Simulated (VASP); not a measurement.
Write the native input for VASP 6.6.1 that does the following.

- Task: single point
- Functional: PBEsol
- Potentials or basis: VASP PAW PBE potentials, release 64 (Si, O)
- Cutoff: 520 eV
- k mesh: 8 × 8 × 1
- Occupations: gaussian, width 0.05 eV
- Spin: collinear spin
- Starting moments: [0.0, 0.0, 0.0, 0.0, 0.0, 0.0, 2.0, 0.0] μB
- Dipole correction: yes
- Further INCAR settings: ALGO = Normal; EDIFF = 1e-07; NBANDS = 32

The structure of Si3O lies in POSCAR:

```
Si3O
1.0
    3.8417168283      0.0000000000      0.0000000000
    0.0000000000      3.8417168283      0.0000000000
    0.0000000000      0.0000000000     26.4412600517
Si O
6 2
Direct
    0.0000000000      0.5000000000      0.3214672819
    0.0000000000      0.0000000000      0.3728359386
    0.5000000000      0.0000000000      0.4242045953
    0.5034104597      0.5005448963      0.4752843237
    0.0025010954      0.4962268686      0.5264027392
   -0.0158357206     -0.0054561481      0.5769595346
    0.5958946825      0.1501933684      0.5971229535
    0.3062305251     -0.0662933405      0.6200158151
```

One way to write it, as run:

INCAR

```
PREC     = Accurate       # precision mode
ENCUT    = 520            # plane-wave cutoff, eV
EDIFF    = 1E-7           # SCF threshold, eV
ISMEAR   = 0              # smearing method
SIGMA    = 0.05           # smearing width, eV
LREAL    = F              # projectors in reciprocal space
LASPH    = T              # aspherical terms in the spheres
NELM     = 150            # most SCF steps
ALGO     = Normal         # electronic algorithm
ISIF     = 2              # what is computed and relaxed
LWAVE    = F              # write WAVECAR
LCHARG   = F              # write CHGCAR
ISPIN    = 2              # spin polarisation
MAGMOM   = 0 0 0 0 0 0 2 0 # initial moments
LORBIT   = 11             # projections on sites
LDIPOL   = T            
IDIPOL   = 3            
DIPOL    = 0.5 0.5 0.489
GGA      = PS             # functional
NBANDS   = 32             # bands
KPAR     = 4
```

KPOINTS

```
Automatic mesh
0
Gamma
  8 8 1
```

Potentials or basis: VASP PAW PBE potentials, release 64 (Si, O).

Run with:

```console
$ cat potpaw_PBE.64/Si/POTCAR potpaw_PBE.64/O/POTCAR > POTCAR
$ mpirun -np 4 vasp_std > vasp.out
```

It gave:

```
Largest force                                         : 0.169 eV/Å
Band gap on the k mesh                                : zero (filled and empty bands overlap)
Net moment                                            : 0.00 μB per cell
Valence electrons inside the program's atomic spheres : Si 1.58, 1.69, 1.67, 1.71, 1.63 (each value once); O 4.93, 4.92
```

Caveat: the PAW data sets were made with another functional, which shifts forces and pressure a little.

It took 18 min on 4 MPI ranks on Oxide Virtual Turin-like Processor, with other jobs on the host, peak memory 0.96 GiB a rank.
